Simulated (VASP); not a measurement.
# Hf4O3 (P-43m) in VASP: a series of runs

The runs below take Hf4O3 through single point, with PBE.

Everything below comes from runs of VASP 6.6.1. Logs are shortened: lines on timing, memory, paths and dates and some standing lists are left out, and cuts for length are marked.

## (1) The cell of the first run

The structure is cubic, space group P-43m (No. 215). The conventional cell has a = 4.878 Å, b = 4.878 Å, c = 4.878 Å, α = 90.00°, β = 90.00°, γ = 90.00°. Within 2.8 Å of Hf (site symmetry 3m) lie 3 O at 2.12 Å. Within 2.8 Å of O (site symmetry -42m) lie 4 Hf at 2.12 Å.

## (2) Single point, PBE

Contents of INCAR:

```
PREC     = Accurate       # precision mode
ENCUT    = 520            # plane-wave cutoff, eV
EDIFF    = 1E-6           # SCF threshold, eV
ISMEAR   = 0              # smearing method
SIGMA    = 0.2            # smearing width, eV
LREAL    = False          # projectors in reciprocal space
LASPH    = True           # aspherical terms in the spheres
NELM     = 100            # most SCF steps
ALGO     = Normal         # electronic algorithm
ISIF     = 2              # what is computed and relaxed
LWAVE    = False          # write WAVECAR
LCHARG   = True           # write CHGCAR
GGA      = PE             # functional
LELF     = True           # ELF
LVHAR    = True         
NBANDS   = 38             # bands
```

Contents of KPOINTS:

```
regular mesh
0
Gamma
  4 4 4
```

Contents of POSCAR:

```
Hf4O3
1.0
    4.8783829635      0.0000000000      0.0000000000
    0.0000000000      4.8783829635      0.0000000000
    0.0000000000      0.0000000000      4.8783829635
Hf O
4 3
Direct
    0.7470463583      0.2529536417      0.2529536417
    0.2529536417      0.7470463583      0.2529536417
    0.2529536417      0.2529536417      0.7470463583
    0.7470463583      0.7470463583      0.7470463583
    0.0000000000      0.0000000000      0.5000000000
    0.5000000000      0.0000000000      0.0000000000
    0.0000000000      0.5000000000      0.0000000000
```

Potentials or basis: VASP PAW PBE potentials, release 64 (Hf_pv, O).

The run is started by

```bash
> cat potpaw_PBE.64/Hf_pv/POTCAR potpaw_PBE.64/O/POTCAR > POTCAR
> mpirun -np 1 vasp_std > vasp.out
```

OUTCAR:

```text
PREC = Accurate
   ENCUT = 520
   EDIFF = 1E-6
   ISMEAR = 0
   LREAL = False
   LASPH = True
   NELM = 100
   ISIF = 2
   GGA = PE

 ion  position               nearest neighbor table
   1  0.747  0.253  0.253-   5 2.12   6 2.12   7 2.12   2 3.41   3 3.41   4 3.41   2 3.45   3 3.45
                             3 3.45   4 3.45   2 3.45   4 3.45   3 3.49   2 3.49   4 3.49
   2  0.253  0.747  0.253-   5 2.12   6 2.12   7 2.12   1 3.41   3 3.41   4 3.41   1 3.45   3 3.45
                             3 3.45   4 3.45   1 3.45   4 3.45   3 3.49   1 3.49   4 3.49
   3  0.253  0.253  0.747-   5 2.12   6 2.12   7 2.12   1 3.41   2 3.41   4 3.41   1 3.45   2 3.45
                             2 3.45   4 3.45   1 3.45   4 3.45   2 3.49   1 3.49   4 3.49
   4  0.747  0.747  0.747-   5 2.12   6 2.12   7 2.12   1 3.41   2 3.41   3 3.41   2 3.45   3 3.45
                             1 3.45   3 3.45   1 3.45   2 3.45   2 3.49   1 3.49   3 3.49
   5  0.000  0.000  0.500-   1 2.12   2 2.12   3 2.12   4 2.12
   6  0.500  0.000  0.000-   1 2.12   2 2.12   3 2.12   4 2.12
   7  0.000  0.500  0.000-   1 2.12   2 2.12   3 2.12   4 2.12

  LATTYP: Found a simple cubic cell.
 ALAT       =     4.8783829635

  Lattice vectors:

 A1 = (   4.8783829635,   0.0000000000,   0.0000000000)
 A2 = (   0.0000000000,   4.8783829635,   0.0000000000)
 A3 = (   0.0000000000,   0.0000000000,   4.8783829635)

Analysis of symmetry for initial positions (statically):
=====================================================================
 Subroutine PRICEL returns:
 Original cell was already a primitive cell.

 Routine SETGRP: Setting up the symmetry group for a
 simple cubic supercell.

 Subroutine GETGRP returns: Found 24 space group operations
 (whereof 24 operations were pure point group operations)
 out of a pool of 48 trial point group operations.

The static configuration has the point symmetry T_d .

Analysis of symmetry for dynamics (positions and initial velocities):
=====================================================================
 Subroutine PRICEL returns:
 Original cell was already a primitive cell.

 Routine SETGRP: Setting up the symmetry group for a
 simple cubic supercell.

 Subroutine GETGRP returns: Found 24 space group operations
 (whereof 24 operations were pure point group operations)
 out of a pool of 48 trial point group operations.

The dynamic configuration has the point symmetry T_d .

 Subroutine INISYM returns: Found 24 space group operations
 (whereof 24 operations are pure point group operations),
 and found     1 'primitive' translations

----------------------------------------------------------------------------------------

                                     Primitive cell

  volume of cell :     116.0988

  direct lattice vectors                    reciprocal lattice vectors
     4.878382964  0.000000000  0.000000000     0.204985957  0.000000000  0.000000000
     0.000000000  4.878382964  0.000000000     0.000000000  0.204985957  0.000000000
     0.000000000  0.000000000  4.878382964     0.000000000  0.000000000  0.204985957

  length of vectors
     4.878382964  4.878382964  4.878382964     0.204985957  0.204985957  0.204985957

  position of ions in fractional coordinates (direct lattice)
     0.747046358  0.252953642  0.252953642
     0.252953642  0.747046358  0.252953642
     0.252953642  0.252953642  0.747046358
     0.747046358  0.747046358  0.747046358
     0.000000000  0.000000000  0.500000000
     0.500000000  0.000000000  0.000000000
     0.000000000  0.500000000  0.000000000

  ion indices of the primitive-cell ions
   primitive index   ion index
                 1           1
                 2           2
                 3           3
                 4           4
                 5           5
                 6           6
                 7           7

----------------------------------------------------------------------------------------

 KPOINTS: regular mesh

Automatic generation of k-mesh.
 Grid dimensions read from file:
 generate k-points for:    4    4    4

 Generating k-lattice:

  Cartesian coordinates                     Fractional coordinates (reciprocal lattice)
     0.051246489  0.000000000  0.000000000     0.250000000  0.000000000  0.000000000
     0.000000000  0.051246489  0.000000000     0.000000000  0.250000000  0.000000000
     0.000000000  0.000000000  0.051246489     0.000000000  0.000000000  0.250000000

  Length of vectors
     0.051246489  0.051246489  0.051246489

  Shift w.r.t. Gamma in fractional coordinates (k-lattice)
     0.000000000  0.000000000  0.000000000

 Subroutine IBZKPT returns following result:
 ===========================================

 Found     10 irreducible k-points:

 Following reciprocal coordinates:
            Coordinates               Weight
  0.000000  0.000000  0.000000      1.000000
  0.250000  0.000000  0.000000      6.000000
  0.500000  0.000000  0.000000      3.000000
  0.250000  0.250000  0.000000     12.000000
  0.500000  0.250000  0.000000     12.000000
  0.500000  0.500000  0.000000      3.000000
  0.250000  0.250000  0.250000      8.000000
  0.500000  0.250000  0.250000     12.000000
  0.500000  0.500000  0.250000      6.000000
  0.500000  0.500000  0.500000      1.000000
   k-points           NKPTS =     10   k-points in BZ     NKDIM =     10   number of bands    NBANDS=     38
   number of dos      NEDOS =    301   number of ions     NIONS =      7
   total plane-waves  NPLWV =  46656
   dimension x,y,z NGX =    36 NGY =   36 NGZ =   36
   dimension x,y,z NGXF=    72 NGYF=   72 NGZF=   72
   ions per type =               4   3
   NGX,Y,Z   is equivalent  to a cutoff of  12.27, 12.27, 12.27 a.u.
   NGXF,Y,Z  is equivalent  to a cutoff of  24.54, 24.54, 24.54 a.u.
 SYSTEM =  unknown system
   PREC   = accura    normal or accurate (medium, high low for compatibility)
   ISTART =      0    job   : 0-new  1-cont  2-samecut
   ICHARG =      2    charge: 1-file 2-atom 10-const
   ISPIN  =      1    spin polarized calculation?
   LNONCOLLINEAR =      F non collinear calculations
   LSORBIT =      F    spin-orbit coupling
   LASPH  =      T    aspherical Exc in radial PAW
   ENCUT  =  520.0 eV  38.22 Ry    6.18 a.u.   9.07  9.07  9.07*2*pi/ulx,y,z
   NELM   =    100;   NELMIN=  2; NELMDL= -5     # of ELM steps
   EDIFF  = 0.1E-05   stopping-criterion for ELM
   LREAL  =      F    real-space projection
   EDIFFG = 0.1E-04   stopping-criterion for IOM
   NSW    =      0    number of steps for IOM
   IBRION =     -1    ionic relax: 0-MD 1-quasi-New 2-CG
   NFREE  =      0    steps in history (QN), initial steepest desc. (CG)
   ISIF   =      2    stress and relaxation
   ISYM   =      2    0-nonsym 1-usesym 2-fastsym
   POTIM  = 0.5000    time-step for ionic-motion
   TEBEG  =    0.0;   TEEND  =   0.0 temperature during run
   PSTRESS=    0.0 pullay stress
   NELECT =      58.0000    total number of electrons
   NUPDOWN=      -1.0000    fix difference up-down
   EMIN   =  10.00;   EMAX   =-10.00  energy-range for DOS
   EFERMI =   0.00;   METHOD = LEGACY
   ISMEAR =     0;   SIGMA  =   0.20  broadening in eV -4-tet -1-fermi 0-gaus
   EFERMI_NEDOS =   21; number of points for ismear=-14 and -15
   IALGO  =     38    algorithm
   IMIX   =      4    mixing-type and parameters
     AMIX     =   0.40;   BMIX     =  1.00
     AMIX_MAG =   1.60;   BMIX_MAG =  1.00
  volume/ion in A,a.u.               =      16.59       111.92
  Fermi-wavevector in a.u.,A,eV,Ry     =   1.298997  2.454749 22.958391  1.687394
  Thomas-Fermi vector in A             =   2.430290
   LORBIT       =      0    0 simple, 1 ext, 2 COOP (PROOUT), +10 PAW based schemes
   GGA     = PE    functional components
   LHFCALC =     F    Hartree Fock is set to
   AEXX    =    0.0000 exact exchange contribution
   IVDW    =     0    specifies the selected vdW correction
   LEPSILON=     F    determine dielectric tensor
   LRPA    =     F    only Hartree local field effects (RPA)
 non-spin polarized calculation
 Gauss-broadening in eV      SIGMA  =   0.20
  energy-cutoff  :      520.00
  volume of cell :      116.10
 maximum number of plane-waves:      3178
   NGX = 19   NGY = 19   NGZ = 19

 number of electron      57.9999982 magnetization

 Free energy of the ion-electron system (eV)
  ---------------------------------------------------
  ext. energy  EPLUGINS =         0.00000000
  ---------------------------------------------------
  free energy    TOTEN  =       -68.61185601 eV

  energy without entropy =      -68.51901999  energy(sigma->0) =      -68.56543800

 E-fermi :   5.2784     XC(G=0): -11.0542

 val. band max:        5.2421697736   @ k =   0.5000   0.0000   0.0000
 cond. band min:       5.2839106329   @ k =   0.5000   0.0000   0.0000
 fundamental gap:      0.0417408592
 Fermi energy:         5.2783770411

 k-point     1 :       0.0000    0.0000    0.0000
  band No.  band energies     occupation
      1     -26.7273      2.00000
      2     -26.7273      2.00000
      3     -26.3608      2.00000
      4     -26.3210      2.00000
      5     -26.3210      2.00000
      6     -26.3210      2.00000
[... 30 lines left out ...]
     37       9.1353      0.00000
     38       9.2821      0.00000

 k-point     2 :       0.2500    0.0000    0.0000
  band No.  band energies     occupation
      1     -26.6880      2.00000
      2     -26.6628      2.00000
      3     -26.3637      2.00000
      4     -26.3516      2.00000
      5     -26.3110      2.00000
      6     -26.3110      2.00000
[... 30 lines left out ...]
     37       8.9992      0.00000
     38       9.1505      0.00000

 k-point     3 :       0.5000    0.0000    0.0000
  band No.  band energies     occupation
      1     -26.6340      2.00000
      2     -26.5413      2.00000
      3     -26.4451      2.00000
      4     -26.4211      2.00000
      5     -26.3005      2.00000
      6     -26.3005      2.00000
[... 30 lines left out ...]
     37       8.3949      0.00000
     38       9.1135      0.00000

 k-point     4 :       0.2500    0.2500    0.0000
  band No.  band energies     occupation
      1     -26.6479      2.00000
      2     -26.6377      2.00000
      3     -26.4088      2.00000
      4     -26.3666      2.00000
      5     -26.3201      2.00000
      6     -26.2885      2.00000
[... 30 lines left out ...]
     37       8.5551      0.00000
     38       8.5677      0.00000

 k-point     5 :       0.5000    0.2500    0.0000
  band No.  band energies     occupation
      1     -26.6161      2.00000
      2     -26.5598      2.00000
      3     -26.4883      2.00000
      4     -26.4092      2.00000
      5     -26.3130      2.00000
      6     -26.2868      2.00000
[... 30 lines left out ...]
     37       8.0658      0.00000
     38       8.7387      0.00000

 k-point     6 :       0.5000    0.5000    0.0000
  band No.  band energies     occupation
      1     -26.5778      2.00000
      2     -26.5778      2.00000
      3     -26.5470      2.00000
      4     -26.3764      2.00000
      5     -26.3269      2.00000
      6     -26.3269      2.00000
[... 30 lines left out ...]
     37       7.5421      0.00000
     38       9.0244      0.00000

 k-point     7 :       0.2500    0.2500    0.2500
  band No.  band energies     occupation
      1     -26.6415      2.00000
      2     -26.6415      2.00000
      3     -26.4709      2.00000
      4     -26.3377      2.00000
      5     -26.3377      2.00000
      6     -26.2715      2.00000
[... 30 lines left out ...]
     37       8.0863      0.00000
     38       9.2235      0.00000

 k-point     8 :       0.5000    0.2500    0.2500
  band No.  band energies     occupation
      1     -26.6455      2.00000
      2     -26.6065      2.00000
      3     -26.5558      2.00000
      4     -26.3493      2.00000
      5     -26.2787      2.00000
      6     -26.2664      2.00000
[... 30 lines left out ...]
     37       7.9598      0.00000
     38       8.8833      0.00000

 k-point     9 :       0.5000    0.5000    0.2500
  band No.  band energies     occupation
      1     -26.6419      2.00000
      2     -26.6419      2.00000
      3     -26.6338      2.00000
      4     -26.3054      2.00000
      5     -26.2647      2.00000
      6     -26.2647      2.00000
[... 30 lines left out ...]
     37       7.5173      0.00000
     38       9.1076      0.00000

 k-point    10 :       0.5000    0.5000    0.5000
  band No.  band energies     occupation
      1     -26.6888      2.00000
      2     -26.6888      2.00000
      3     -26.6888      2.00000
      4     -26.3322      2.00000
      5     -26.2215      2.00000
      6     -26.2215      2.00000
[... 30 lines left out ...]
     37       7.8069      0.00000
     38       8.6717      0.00000

------------------------ aborting loop because EDIFF is reached ----------------------------------------

  FORCE on cell =-STRESS in cart. coord.  units (eV):
  Direction    XX          YY          ZZ          XY          YZ          ZX
  --------------------------------------------------------------------------------------
  -------------------------------------------------------------------------------------
  Total       -1.4579705     -1.4579705     -1.4579705      0.0000000      0.0000000     -0.0000000
  in kB      -20.1201701    -20.1201701    -20.1201701      0.0000000      0.0000000     -0.0000000
  external PRESSURE =     -20.1201701 kB  Pullay stress =       0.0000000 kB

 VOLUME and BASIS-vectors are now :
 -----------------------------------------------------------------------------
  energy-cutoff  :      520.00
  volume of cell :      116.10
      direct lattice vectors                 reciprocal lattice vectors
     4.878382964  0.000000000  0.000000000     0.204985957  0.000000000  0.000000000
     0.000000000  4.878382964  0.000000000     0.000000000  0.204985957  0.000000000
     0.000000000  0.000000000  4.878382964     0.000000000  0.000000000  0.204985957

 POSITION                                       TOTAL-FORCE (eV/Angst)
 -----------------------------------------------------------------------------------
      3.64438      1.23400      1.23400         0.080216     -0.080216     -0.080216
      1.23400      3.64438      1.23400        -0.080216      0.080216     -0.080216
      1.23400      1.23400      3.64438        -0.080216     -0.080216      0.080216
      3.64438      3.64438      3.64438         0.080216      0.080216      0.080216
      0.00000      0.00000      2.43919         0.000000      0.000000      0.000000
      2.43919      0.00000      0.00000         0.000000     -0.000000      0.000000
      0.00000      2.43919      0.00000        -0.000000      0.000000      0.000000
 -----------------------------------------------------------------------------------
    total drift:                               -0.000000     -0.000000      0.000000

  FREE ENERGIE OF THE ION-ELECTRON SYSTEM (eV)
  ---------------------------------------------------
  free  energy   TOTEN  =       -68.6118560053 eV

  energy  without entropy=      -68.5190199915  energy(sigma->0) =      -68.56543800
```

It took 33 s on 1 thread of AMD EPYC 7R13 (Zen 3), shared host; peak memory 0.18 GiB.

What came out:

| Quantity | Value |
| --- | --- |
| Free energy | -68.6119 eV |
| Pressure | -2.0 GPa |
| Largest force | 0.139 eV/Å |
| Band gap on the k mesh | zero (band 29 reaches 6.52 eV, above the bottom of band 30 at 4.87 eV) |

Forces in eV/Å, atoms in the order of the input:
```
Hf   0.080 -0.080 -0.080
Hf  -0.080  0.080 -0.080
Hf  -0.080 -0.080  0.080
Hf   0.080  0.080  0.080
O    0.000  0.000  0.000
O    0.000  0.000  0.000
O    0.000  0.000  0.000
```

Levels at points of the mesh, in eV from the Fermi level:
```csv
k point,band 24,band 25,band 26,band 27,band 28,band 29,band 30,band 31,band 32,band 33
"(0.00, 0.00, 0.00)",-6.02,-4.33,-1.38,-1.04,-1.04,-0.13,-0.13,-0.13,2.35,2.35
"(0.50, 0.00, 0.00)",-6.00,-2.44,-1.25,-1.14,-1.11,-0.41,-0.41,-0.04,0.01,2.32
"(0.50, 0.50, 0.00)",-6.68,-2.07,-1.20,-1.20,-1.03,0.43,0.81,1.25,1.35,1.35
"(0.50, 0.50, 0.50)",-6.78,-2.34,-0.84,-0.84,-0.84,1.24,1.50,1.50,1.50,2.23
```

Caveat: spin-orbit coupling is left out, which moves the levels of the heavy elements.

(Continued in part 2 of 2.)
